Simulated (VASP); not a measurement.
# BN in VASP: notebook, part 2 of 2

VASP 6.6.1. The steps go on from the part before.

## Step 3: Single point, PBE (strained and its atoms moved)

INCAR reads:

```
ALGO = Normal
EDIFF = 1E-6
ENCUT = 520
GGA = PE
ISIF = 2
ISMEAR = 0
LASPH = True
LCHARG = True
LELF = True
LREAL = False
LVHAR = True
LWAVE = False
NBANDS = 16
NELM = 80
PREC = Accurate
SIGMA = 0.02
```

KPOINTS reads:

```
k-points
0
Gamma
  12 12 4
```

POSCAR reads:

```
BN
1.0
    2.4456671122      0.0103411933      0.0024848984
   -1.2138778200      2.1231861701      0.0024746160
    0.0066231000      0.0114399000      6.6348075000
B N
2 2
Direct
   -0.0049111789      0.0049111789      0.5000000000
    0.3531548447      0.6468451553      0.0000000000
    0.0033550756     -0.0033550756      0.0000000000
    0.6484012586      0.3515987414      0.5000000000
```

Potentials or basis: VASP PAW PBE potentials, release 64 (B, N).

Command:

```bash
> cat potpaw_PBE.64/B/POTCAR potpaw_PBE.64/N/POTCAR > POTCAR
> mpirun -np 1 vasp_std > vasp.out
```

OUTCAR:

```text
EDIFF = 1E-6
   ENCUT = 520
   GGA = PE
   ISIF = 2
   ISMEAR = 0
   LASPH = True
   LREAL = False
   NELM = 80
   PREC = Accurate

 ion  position               nearest neighbor table
   1  0.995  0.005  0.500-   4 1.39   4 1.39   4 1.46
   2  0.353  0.647  0.000-   3 1.39   3 1.39   3 1.48
   3  0.003  0.997  0.000-   2 1.39   2 1.39   2 1.48
   4  0.648  0.352  0.500-   1 1.39   1 1.39   1 1.46

  LATTYP: Found a base centered monoclinic cell.
 ALAT       =     2.4635885345
 B/A-ratio  =     1.7152545187
 C/A-ratio  =     2.6931529251
 COS(beta)  =    -0.0040054544

  Lattice vectors:

 A1 = (  -2.4456671122,  -0.0103411933,  -0.0024848984)
 A2 = (   1.2138778200,  -2.1231861701,  -0.0024746160)
 A3 = (   0.0066231000,   0.0114399000,   6.6348075000)

Analysis of symmetry for initial positions (statically):
=====================================================================
 Subroutine PRICEL returns:
 Original cell was already a primitive cell.

 Routine SETGRP: Setting up the symmetry group for a
 base centered monoclinic supercell.

 Subroutine GETGRP returns: Found  2 space group operations
 (whereof  2 operations were pure point group operations)
 out of a pool of  4 trial point group operations.

The static configuration has the point symmetry C_2 .

Analysis of symmetry for dynamics (positions and initial velocities):
=====================================================================
 Subroutine PRICEL returns:
 Original cell was already a primitive cell.

 Routine SETGRP: Setting up the symmetry group for a
 base centered monoclinic supercell.

 Subroutine GETGRP returns: Found  2 space group operations
 (whereof  2 operations were pure point group operations)
 out of a pool of  4 trial point group operations.

The dynamic configuration has the point symmetry C_2 .
[... 120 lines left out ...]
   IALGO  =     38    algorithm
   IMIX   =      4    mixing-type and parameters
     AMIX     =   0.40;   BMIX     =  1.00
     AMIX_MAG =   1.60;   BMIX_MAG =  1.00
  volume/ion in A,a.u.               =       8.63        58.26
  Fermi-wavevector in a.u.,A,eV,Ry     =   1.266761  2.393831 21.833037  1.604683
  Thomas-Fermi vector in A             =   2.399945
   LORBIT       =      0    0 simple, 1 ext, 2 COOP (PROOUT), +10 PAW based schemes
   GGA     = PE    functional components
   LHFCALC =     F    Hartree Fock is set to
   AEXX    =    0.0000 exact exchange contribution
   IVDW    =     0    specifies the selected vdW correction
   LEPSILON=     F    determine dielectric tensor
   LRPA    =     F    only Hartree local field effects (RPA)
 non-spin polarized calculation
 Gauss-broadening in eV      SIGMA  =   0.02
  energy-cutoff  :      520.00
  volume of cell :       34.54
 maximum number of plane-waves:       950
   NGX =  9   NGY =  9   NGZ = 25

 number of electron      15.9999997 magnetization

 Free energy of the ion-electron system (eV)
  ---------------------------------------------------
  ext. energy  EPLUGINS =         0.00000000
  ---------------------------------------------------
  free energy    TOTEN  =       -34.83614396 eV

  energy without entropy =      -34.83614396  energy(sigma->0) =      -34.83614396

 E-fermi :   2.7195     XC(G=0): -10.2132

 val. band max:        2.5891634039   @ k =  -0.3333  -0.3333   0.2500
 cond. band min:       6.9041383261   @ k =   0.5000  -0.0000   0.0000
 fundamental gap:      4.3149749221
 Fermi energy:         2.7194660074

 k-point     1 :       0.0000    0.0000    0.0000
  band No.  band energies     occupation
      1     -15.6344      2.00000
      2     -15.3341      2.00000
      3      -3.9853      2.00000
      4      -1.9102      2.00000
      5       0.3987      2.00000
      6       0.6493      2.00000
[... 433 lines left out ...]
      3      -4.6418      2.00000
      4      -4.5098      2.00000
      5      -2.2200      2.00000
      6      -2.1288      2.00000
[... 8 lines left out ...]
     15      17.8117      0.00000
     16      19.5146      0.00000

 [... further k-points ...]

------------------------ aborting loop because EDIFF is reached ----------------------------------------

  FORCE on cell =-STRESS in cart. coord.  units (eV):
  Direction    XX          YY          ZZ          XY          YZ          ZX
  --------------------------------------------------------------------------------------
  -------------------------------------------------------------------------------------
  Total        5.9797054      7.3044912      0.6060129      1.1472672      0.0084437      0.0048915
  in kB      277.4148726    338.8753066     28.1145928     53.2248580      0.3917279      0.2269317
  external PRESSURE =     214.8015907 kB  Pullay stress =       0.0000000 kB

 VOLUME and BASIS-vectors are now :
 -----------------------------------------------------------------------------
  energy-cutoff  :      520.00
  volume of cell :       34.54
      direct lattice vectors                 reciprocal lattice vectors
     2.445667112  0.010341193  0.002484898     0.407901123  0.233208060 -0.000809284
    -1.213877820  2.123186170  0.002474616    -0.001985905  0.469855808 -0.000808155
     0.006623100  0.011439900  6.634807500    -0.000152028 -0.000262587  0.150720878

 POSITION                                       TOTAL-FORCE (eV/Angst)
 -----------------------------------------------------------------------------------
      2.43101      0.02644      3.31989        -2.060139      1.189425     -0.000006
      0.07851      1.37702      0.00248        -2.516439      1.452871     -0.000007
     -1.20160      2.11610      0.00247         2.514687     -1.451859      0.000007
      1.16229      0.75893      3.31989         2.061892     -1.190437      0.000006
 -----------------------------------------------------------------------------------
    total drift:                                0.000410      0.000066      0.000004

  FREE ENERGIE OF THE ION-ELECTRON SYSTEM (eV)
  ---------------------------------------------------
  free  energy   TOTEN  =       -34.8361439631 eV

  energy  without entropy=      -34.8361439631  energy(sigma->0) =      -34.83614396
```

OSZICAR:

```text
N       E                     dE             d eps       ncg     rms          rms(c)
DAV:   1     0.429275710058E+02    0.42928E+02   -0.78691E+03  5248   0.934E+02
DAV:   2    -0.359199946328E+02   -0.78848E+02   -0.71348E+02  7352   0.215E+02
DAV:   3    -0.388876794953E+02   -0.29677E+01   -0.29529E+01  6704   0.400E+01
DAV:   4    -0.389046542776E+02   -0.16975E-01   -0.16972E-01  6632   0.341E+00
DAV:   5    -0.389048006160E+02   -0.14634E-03   -0.14634E-03  6672   0.305E-01    0.119E+01
DAV:   6    -0.352876777732E+02    0.36171E+01   -0.54175E+00  6888   0.181E+01    0.543E+00
DAV:   7    -0.349231853840E+02    0.36449E+00   -0.70552E-01  7144   0.614E+00    0.331E+00
DAV:   8    -0.348390933176E+02    0.84092E-01   -0.23882E-01  6712   0.339E+00    0.467E-01
DAV:   9    -0.348352147023E+02    0.38786E-02   -0.15644E-02  5776   0.103E+00    0.215E-01
DAV:  10    -0.348360393648E+02   -0.82466E-03   -0.11877E-03  6360   0.275E-01    0.362E-02
DAV:  11    -0.348361240607E+02   -0.84696E-04   -0.91495E-05  6640   0.776E-02    0.260E-02
DAV:  12    -0.348361433500E+02   -0.19289E-04   -0.27774E-05  5792   0.376E-02    0.285E-03
DAV:  13    -0.348361439631E+02   -0.61304E-06   -0.81500E-07  6056   0.748E-03
   1 F= -.34836144E+02 E0= -.34836144E+02  d E =-.161510E-22
```

Wall time 61 s (1 thread of Intel Xeon Platinum 8375C at 2.90GHz (Ice Lake), shared host); peak memory 0.19 GiB.

What came out:

```yaml
Free_energy: -34.8361 eV
Pressure: 21.5 GPa
Largest_force: 2.906 eV/Å
Band_gap_on_the_k_mesh: 4.31 eV, indirect (least direct gap 4.68 eV)
```

Forces on the atoms (eV/Å):
```
B   -2.060  1.189  0.000
B   -2.516  1.453  0.000
N    2.515 -1.452  0.000
N    2.062 -1.190  0.000
```

Stress tensor (GPa, compression positive):
```
27.74  5.32  0.02
 5.32 33.89  0.04
 0.02  0.04  2.81
```

Caveat: the cell differs from its parent crystal (strained and its atoms moved); this functional lacks dispersion, which binds the layers, so the pressure and a relaxed spacing across them are unreliable; forces of over 1 eV/Å act on the atoms, so gaps and moduli don't describe the material at rest. A k mesh can miss the band edges.
